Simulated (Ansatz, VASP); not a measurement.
**Al: VASP beside Ansatz**

The input INCAR:

```
SYSTEM = Al
ALGO     = Normal         ! electronic algorithm
EDIFF    = 1E-6           ! SCF threshold, eV
ENCUT    = 520            ! plane-wave cutoff, eV
GGA      = PE             ! functional
ISIF     = 2              ! what is computed and relaxed
ISMEAR   = 0              ! smearing method
LASPH    = .TRUE.         ! aspherical terms in the spheres
LCHARG   = .TRUE.         ! write CHGCAR
LELF     = .TRUE.         ! ELF
LREAL    = .FALSE.        ! projectors in reciprocal space
LVHAR    = .TRUE.       
LWAVE    = .FALSE.        ! write WAVECAR
NBANDS   = 8              ! bands
NELM     = 60             ! most SCF steps
PREC     = Accurate       ! precision mode
SIGMA    = 0.15           ! smearing width, eV
```

File KPOINTS:

```
k-points
0
G
  20 20 20
  0 0 0
```

File POSCAR:

```
Al
1.0
    0.0000000000      2.0239800000      2.1302389500
    2.0239800000      0.0000000000      2.1302389500
    2.0239800000      2.0239800000      0.0000000000
Al
1
Direct
    0.0000000000      0.0000000000      0.0000000000
```

Input for Ansatz:

```yaml
crystal:
  lattice:
    - [0.0, 2.02398, 2.13023895]
    - [2.02398, 0.0, 2.13023895]
    - [2.02398, 2.02398, 0.0]
  atoms:
    - { symbol: Al, position: [0.0, 0.0, 0.0] }
basis:
  ecutwfc: 420
kpoints:
  mp_grid: { grid: [20, 20, 20] }
hamiltonian:
  xc: pbe
scf:
  occupations: { method: gaussian, width: 0.15 }
output:
  forces: true
  stress: true
  eigenvalues: true
```

Change from the starting cell: strain +0.0525 x Voigt [0, 0, 1, 0, 0, 0], atoms carried along.

Alike in both runs: task single point; functional PBE; k mesh 20 × 20 × 20; occupations gaussian, width 0.15 eV; no spin polarisation.

```csv
,VASP,Ansatz
version,VASP 6.6.1,Ansatz 0.2.0
potentials or method,"VASP PAW PBE potentials, release 64 (Al), cutoff 520 eV","scalar-relativistic, plane waves, PAW"
valence electrons in the cell,3,3
```

|  | VASP | Ansatz | Ansatz less VASP |
| --- | --- | --- | --- |
| gap on the k mesh at the Fermi level (eV) | none | none | - |
| pressure (GPa) | -3.8 | -3.7 | +0.03 |
| traceless stress, the component that is largest in VASP (GPa) | -1.30 | -1.31 | -0.011 |

A gap of «none» marks a metal or a gap that the smearing closes. The functional is the same, so the differences come from potentials, cutoffs and numerics.
